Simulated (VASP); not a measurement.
# TePt (P6_3/mmc) in VASP: a series of runs

Runs on TePt. Level: PBEsol. Tasks: single point.

All numbers are computed with VASP 6.6.1; they aren't measurements. Logs are shortened: lines on timing, memory, paths and dates and some standing lists are left out, and cuts for length are marked.

## (1) The cell of the first run

The structure is hexagonal, space group P6_3/mmc (No. 194). The conventional cell has a = 4.223 Å, b = 4.223 Å, c = 5.542 Å, α = 90.00°, β = 90.00°, γ = 120.00°. Te (site symmetry -6m2) has 6 Pt at 2.80 Å and 6 Te at 3.69 Å within 3.7 Å. Pt (site symmetry -3m) has 2 Pt at 2.77 Å and 6 Te at 2.80 Å within 3.7 Å.

## (2) Single point, PBEsol

The input, INCAR:

```
SYSTEM = TePt
PREC     = Accurate       ! precision mode
ENCUT    = 520            ! plane-wave cutoff, eV
EDIFF    = 1E-6           ! SCF threshold, eV
ISMEAR   = 0              ! smearing method
SIGMA    = 0.1            ! smearing width, eV
LREAL    = .False.        ! projectors in reciprocal space
LASPH    = .True.         ! aspherical terms in the spheres
NELM     = 60             ! most SCF steps
ALGO     = Normal         ! electronic algorithm
ISIF     = 2              ! what is computed and relaxed
LWAVE    = .False.        ! write WAVECAR
LCHARG   = .False.        ! write CHGCAR
GGA      = PS             ! functional
NBANDS   = 24             ! bands
```

The input, KPOINTS:

```
Automatic mesh
0
Gamma
  12 12 8
  0 0 0
```

The input, POSCAR:

```
TePt
1.0
    4.2231471745      0.0000000000      0.0000000000
   -2.1115735872      3.6573527370      0.0000000000
    0.0000000000      0.0000000000      5.5416492602
Te Pt
2 2
Direct
    0.3333333333      0.6666666667      0.2500000000
    0.6666666667      0.3333333333      0.7500000000
    0.0000000000      0.0000000000      0.0000000000
    0.0000000000      0.0000000000      0.5000000000
```

Potentials or basis: VASP PAW PBE potentials, release 64 (Te, Pt).

On the command line:

```
$ cat potpaw_PBE.64/Te/POTCAR potpaw_PBE.64/Pt/POTCAR > POTCAR
$ mpirun -np 1 vasp_std > vasp.out
```

OUTCAR:

```text
SYSTEM = TePt
   PREC = Accurate
   ENCUT = 520
   EDIFF = 1E-6
   ISMEAR = 0
   LREAL = .False.
   LASPH = .True.
   NELM = 60
   ISIF = 2
   GGA = PS

 ion  position               nearest neighbor table
   1  0.333  0.667  0.250-   3 2.80   4 2.80   3 2.80   4 2.80   3 2.80   4 2.80
   2  0.667  0.333  0.750-   3 2.80   4 2.80   3 2.80   4 2.80   3 2.80   4 2.80
   3  0.000  0.000  0.000-   4 2.77   4 2.77   1 2.80   2 2.80   1 2.80   2 2.80   2 2.80   1 2.80

   4  0.000  0.000  0.500-   3 2.77   3 2.77   1 2.80   2 2.80   1 2.80   2 2.80   2 2.80   1 2.80

  LATTYP: Found a hexagonal cell.
 ALAT       =     4.2231471745
 C/A-ratio  =     1.3122084150

  Lattice vectors:

 A1 = (   4.2231471745,   0.0000000000,   0.0000000000)
 A2 = (  -2.1115735872,   3.6573527370,   0.0000000000)
 A3 = (   0.0000000000,   0.0000000000,   5.5416492602)

Analysis of symmetry for initial positions (statically):
=====================================================================
 Subroutine PRICEL returns:
 Original cell was already a primitive cell.

 Routine SETGRP: Setting up the symmetry group for a
 hexagonal supercell.

 Subroutine GETGRP returns: Found 24 space group operations
 (whereof 12 operations were pure point group operations)
 out of a pool of 24 trial point group operations.

The static configuration has the point symmetry D_3d.
 The point group associated with its full space group is D_6h.

Analysis of symmetry for dynamics (positions and initial velocities):
=====================================================================
 Subroutine PRICEL returns:
 Original cell was already a primitive cell.

 Routine SETGRP: Setting up the symmetry group for a
 hexagonal supercell.

 Subroutine GETGRP returns: Found 24 space group operations
 (whereof 12 operations were pure point group operations)
 out of a pool of 24 trial point group operations.

The dynamic configuration has the point symmetry D_3d.
 The point group associated with its full space group is D_6h.

 Subroutine INISYM returns: Found 24 space group operations
 (whereof 12 operations are pure point group operations),
 and found     1 'primitive' translations

----------------------------------------------------------------------------------------

                                     Primitive cell

  volume of cell :      85.5938

  direct lattice vectors                    reciprocal lattice vectors
     4.223147175  0.000000000  0.000000000     0.236790232  0.136710904  0.000000000
    -2.111573587  3.657352737  0.000000000     0.000000000  0.273421809  0.000000000
     0.000000000  0.000000000  5.541649260     0.000000000  0.000000000  0.180451695

  length of vectors
     4.223147175  4.223147174  5.541649260     0.273421809  0.273421809  0.180451695

  position of ions in fractional coordinates (direct lattice)
     0.333333333  0.666666667  0.250000000
     0.666666667  0.333333333  0.750000000
     0.000000000  0.000000000  0.000000000
     0.000000000  0.000000000  0.500000000

  ion indices of the primitive-cell ions
   primitive index   ion index
                 1           1
                 2           2
                 3           3
                 4           4

----------------------------------------------------------------------------------------

 KPOINTS: Automatic mesh

Automatic generation of k-mesh.
 Grid dimensions read from file:
 generate k-points for:   12   12    8

 Generating k-lattice:

  Cartesian coordinates                     Fractional coordinates (reciprocal lattice)
     0.019732519  0.011392575  0.000000000     0.083333333 -0.000000000  0.000000000
     0.000000000  0.022785151  0.000000000     0.000000000  0.083333333  0.000000000
     0.000000000  0.000000000  0.022556462     0.000000000  0.000000000  0.125000000

  Length of vectors
     0.022785151  0.022785151  0.022556462

  Shift w.r.t. Gamma in fractional coordinates (k-lattice)
     0.000000000  0.000000000  0.000000000

 Subroutine IBZKPT returns following result:
 ===========================================

 Found     95 irreducible k-points:

 Following reciprocal coordinates:
            Coordinates               Weight
  0.000000  0.000000  0.000000      1.000000
  0.083333 -0.000000  0.000000      6.000000
  0.166667 -0.000000  0.000000      6.000000
  0.250000 -0.000000  0.000000      6.000000
  0.333333  0.000000  0.000000      6.000000
  0.416667  0.000000  0.000000      6.000000
[... 16 lines left out ...]
  0.250000 -0.000000  0.125000     12.000000
  0.333333  0.000000  0.125000     12.000000
 [... further k-points ...]
   k-points           NKPTS =     95   k-points in BZ     NKDIM =     95   number of bands    NBANDS=     24
   number of dos      NEDOS =    301   number of ions     NIONS =      4
   total plane-waves  NPLWV =  43008
   dimension x,y,z NGX =    32 NGY =   32 NGZ =   42
   dimension x,y,z NGXF=    64 NGYF=   64 NGZF=   84
   ions per type =               2   2
   NGX,Y,Z   is equivalent  to a cutoff of  12.60, 12.60, 12.60 a.u.
   NGXF,Y,Z  is equivalent  to a cutoff of  25.19, 25.19, 25.20 a.u.
 SYSTEM =  TePt
   PREC   = accura    normal or accurate (medium, high low for compatibility)
   ISTART =      0    job   : 0-new  1-cont  2-samecut
   ICHARG =      2    charge: 1-file 2-atom 10-const
   ISPIN  =      1    spin polarized calculation?
   LNONCOLLINEAR =      F non collinear calculations
   LSORBIT =      F    spin-orbit coupling
   LASPH  =      T    aspherical Exc in radial PAW
   ENCUT  =  520.0 eV  38.22 Ry    6.18 a.u.   7.85  7.85 10.30*2*pi/ulx,y,z
   NELM   =     60;   NELMIN=  2; NELMDL= -5     # of ELM steps
   EDIFF  = 0.1E-05   stopping-criterion for ELM
   LREAL  =      F    real-space projection
   EDIFFG = 0.1E-04   stopping-criterion for IOM
   NSW    =      0    number of steps for IOM
   IBRION =     -1    ionic relax: 0-MD 1-quasi-New 2-CG
   NFREE  =      0    steps in history (QN), initial steepest desc. (CG)
   ISIF   =      2    stress and relaxation
   ISYM   =      2    0-nonsym 1-usesym 2-fastsym
   POTIM  = 0.5000    time-step for ionic-motion
   TEBEG  =    0.0;   TEEND  =   0.0 temperature during run
   PSTRESS=    0.0 pullay stress
   NELECT =      32.0000    total number of electrons
   NUPDOWN=      -1.0000    fix difference up-down
   EMIN   =  10.00;   EMAX   =-10.00  energy-range for DOS
   EFERMI =   0.00;   METHOD = LEGACY
   ISMEAR =     0;   SIGMA  =   0.10  broadening in eV -4-tet -1-fermi 0-gaus
   EFERMI_NEDOS =   21; number of points for ismear=-14 and -15
   IALGO  =     38    algorithm
   IMIX   =      4    mixing-type and parameters
     AMIX     =   0.40;   BMIX     =  1.00
     AMIX_MAG =   1.60;   BMIX_MAG =  1.00
  volume/ion in A,a.u.               =      21.40       144.40
  Fermi-wavevector in a.u.,A,eV,Ry     =   1.179354  2.228656 18.924010  1.390875
  Thomas-Fermi vector in A             =   2.315666
   LORBIT       =      0    0 simple, 1 ext, 2 COOP (PROOUT), +10 PAW based schemes
   GGA     = PS    functional components
   LHFCALC =     F    Hartree Fock is set to
   AEXX    =    0.0000 exact exchange contribution
   IVDW    =     0    specifies the selected vdW correction
   LEPSILON=     F    determine dielectric tensor
   LRPA    =     F    only Hartree local field effects (RPA)
 non-spin polarized calculation
 Gauss-broadening in eV      SIGMA  =   0.10
  energy-cutoff  :      520.00
  volume of cell :       85.59
 maximum number of plane-waves:      2334
 NGX is ok and might be reduce to    32
   NGX = 15   NGY = 15   NGZ = 21

 number of electron      32.0000002 magnetization

 Free energy of the ion-electron system (eV)
  ---------------------------------------------------
  ext. energy  EPLUGINS =         0.00000000
  ---------------------------------------------------
  free energy    TOTEN  =       -21.84451972 eV

  energy without entropy =      -21.83207076  energy(sigma->0) =      -21.83829524

 E-fermi :   9.4930     XC(G=0): -11.3734

 val. band max:        9.4875367065   @ k =   0.0833   0.0833   0.5000
 cond. band min:       9.5039318323   @ k =   0.4167   0.1667   0.2500
 fundamental gap:      0.0163951258
 Fermi energy:         9.4930150704

 k-point     1 :       0.0000    0.0000    0.0000
  band No.  band energies     occupation
      1      -4.5873      2.00000
      2      -1.8254      2.00000
      3       2.2474      2.00000
      4       3.3415      2.00000
      5       3.3415      2.00000
      6       3.9366      2.00000
[... 16 lines left out ...]
     23      16.9229      0.00000
     24      16.9229      0.00000

 k-point     2 :       0.0833   -0.0000    0.0000
  band No.  band energies     occupation
      1      -4.5185      2.00000
      2      -1.8670      2.00000
      3       2.3404      2.00000
      4       3.3668      2.00000
      5       3.4359      2.00000
      6       3.8960      2.00000
[... 16 lines left out ...]
     23      15.8232      0.00000
     24      16.5403      0.00000

 k-point     3 :       0.1667   -0.0000    0.0000
  band No.  band energies     occupation
      1      -4.3172      2.00000
      2      -1.9794      2.00000
      3       2.6145      2.00000
      4       3.4329      2.00000
      5       3.6784      2.00000
      6       3.7377      2.00000
[... 16 lines left out ...]
     23      15.2454      0.00000
     24      15.7998      0.00000

 k-point     4 :       0.2500   -0.0000    0.0000
  band No.  band energies     occupation
      1      -4.0006      2.00000
      2      -2.1362      2.00000
      3       3.0502      2.00000
      4       3.2239      2.00000
      5       3.5106      2.00000
      6       4.0754      2.00000
[... 16 lines left out ...]
     23      15.4335      0.00000
     24      16.2517      0.00000

 k-point     5 :       0.3333    0.0000    0.0000
  band No.  band energies     occupation
      1      -3.6033      2.00000
      2      -2.3181      2.00000
      3       2.5106      2.00000
      4       3.5633      2.00000
      5       3.5901      2.00000
      6       4.2838      2.00000
[... 16 lines left out ...]
     23      15.8799      0.00000
     24      17.3569      0.00000

 k-point     6 :       0.4167    0.0000    0.0000
  band No.  band energies     occupation
      1      -3.1838      2.00000
      2      -2.5314      2.00000
      3       1.9164      2.00000
      4       3.5802      2.00000
      5       4.0577      2.00000
      6       4.2602      2.00000
[... 16 lines left out ...]
     23      16.9766      0.00000
     24      18.2245      0.00000
[... 379 lines left out ...]
 k-point    21 :       0.0833   -0.0000    0.1250
  band No.  band energies     occupation
      1      -4.4514      2.00000
      2      -2.0478      2.00000
      3       2.5507      2.00000
      4       3.4301      2.00000
      5       3.5409      2.00000
      6       4.0152      2.00000
[... 16 lines left out ...]
     23      15.2590      0.00000
     24      16.3945      0.00000

 k-point    22 :       0.1667   -0.0000    0.1250
  band No.  band energies     occupation
      1      -4.2536      2.00000
      2      -2.1189      2.00000
      3       2.6800      2.00000
      4       3.4936      2.00000
      5       3.8197      2.00000
      6       3.8958      2.00000
[... 16 lines left out ...]
     23      15.2626      0.00000
     24      15.8525      0.00000

 k-point    23 :       0.2500   -0.0000    0.1250
  band No.  band energies     occupation
      1      -3.9435      2.00000
      2      -2.2274      2.00000
      3       2.9318      2.00000
      4       3.3123      2.00000
      5       3.5679      2.00000
      6       4.3476      2.00000
[... 16 lines left out ...]
     23      15.8840      0.00000
     24      16.3628      0.00000

 k-point    24 :       0.3333    0.0000    0.1250
  band No.  band energies     occupation
      1      -3.5567      2.00000
      2      -2.3666      2.00000
      3       2.5401      2.00000
      4       3.3671      2.00000
      5       3.6176      2.00000
      6       4.3717      2.00000
[... 16 lines left out ...]
     23      15.9722      0.00000
     24      17.3416      0.00000

 [... further k-points ...]
[... 5 lines left out ...]
  --------------------------------------------------------------------------------------
  -------------------------------------------------------------------------------------
  Total       -0.0762492     -0.0762492     -0.0753831     -0.0000000     -0.0000000      0.0000000
  in kB       -1.4272617     -1.4272617     -1.4110500     -0.0000000     -0.0000000      0.0000000
  external PRESSURE =      -1.4218578 kB  Pullay stress =       0.0000000 kB

 VOLUME and BASIS-vectors are now :
 -----------------------------------------------------------------------------
  energy-cutoff  :      520.00
  volume of cell :       85.59
      direct lattice vectors                 reciprocal lattice vectors
     4.223147175  0.000000000  0.000000000     0.236790232  0.136710904  0.000000000
    -2.111573587  3.657352737  0.000000000     0.000000000  0.273421809  0.000000000
     0.000000000  0.000000000  5.541649260     0.000000000  0.000000000  0.180451695

 POSITION                                       TOTAL-FORCE (eV/Angst)
 -----------------------------------------------------------------------------------
     -0.00000      2.43824      1.38541        -0.000000     -0.000000      0.000000
      2.11157      1.21912      4.15624         0.000000      0.000000      0.000000
      0.00000      0.00000      0.00000        -0.000000      0.000000      0.000000
      0.00000      0.00000      2.77082        -0.000000      0.000000      0.000000
 -----------------------------------------------------------------------------------
    total drift:                               -0.000000      0.000000     -0.000000

  FREE ENERGIE OF THE ION-ELECTRON SYSTEM (eV)
  ---------------------------------------------------
  free  energy   TOTEN  =       -21.8445197234 eV

  energy  without entropy=      -21.8320707550  energy(sigma->0) =      -21.83829524
```

Run time: 68 s. Hardware: 1 thread of Intel Xeon Platinum 8559C (Emerald Rapids), shared host; peak memory 0.32 GiB.

Results:

* Free energy: -21.8445 eV
* Pressure: -0.1 GPa
* Band gap on the k mesh: zero (band 16 reaches 10.48 eV, above the bottom of band 17 at 9.08 eV)

Levels at points of the mesh, in eV from the Fermi level:
| k point | band 12 | band 13 | band 14 | band 15 | band 16 | band 17 | band 18 | band 19 | band 20 | band 21 |
| --- | --- | --- | --- | --- | --- | --- | --- | --- | --- | --- |
| (0.00, 0.00, 0.00) | -1.89 | -1.65 | -1.65 | 0.24 | 0.64 | 1.59 | 1.64 | 2.21 | 2.21 | 4.54 |
| (0.50, 0.00, 0.00) | -2.87 | -2.57 | -2.06 | -1.88 | -1.59 | 1.40 | 2.55 | 3.43 | 3.61 | 4.18 |
| (0.00, 0.00, 0.50) | -3.37 | -2.57 | -2.57 | 0.99 | 0.99 | 0.99 | 0.99 | 3.98 | 3.98 | 5.47 |
| (0.50, 0.00, 0.50) | -2.95 | -2.94 | -2.94 | -0.44 | -0.44 | 0.43 | 0.43 | 2.59 | 2.59 | 6.85 |

Caveat: the PAW data sets were made with another functional, which shifts forces and pressure a little; spin-orbit coupling is left out, which moves the levels of the heavy elements.

(Continued in part 2 of 2.)
